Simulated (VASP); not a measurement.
C:

```
C
1.0
     0.00000    2.12700    3.34800
     1.22800    0.00000    3.34800
     1.22800    2.12700    0.00000
C
2
Direct
  0.16667 0.83333 0.16667
  0.83333 0.16667 0.83333
```

Base run:

* Program: VASP 6.6.1
* Functional: PBE
* Potentials or basis: VASP PAW PBE potentials, release 64 (C)
* Cutoff: 520 eV
* k mesh: 9 × 9 × 9
* Occupations: fermi-dirac, width 0.05 eV
* Spin: no spin polarisation

Its results: band gap on the k mesh 0.16 eV, indirect (the least direct gap lies 1.0 meV higher); pressure 5.1 GPa; largest force 0.023 eV/Å.

The run is repeated on the same cell with these changes: k mesh from 9 × 9 × 9 to 14 × 14 × 14. What comes out?

Band gap on the k mesh 0.36 eV, indirect (least direct gap 0.44 eV); pressure 5.1 GPa; largest force 0.030 eV/Å.

A k mesh can miss the band edges.
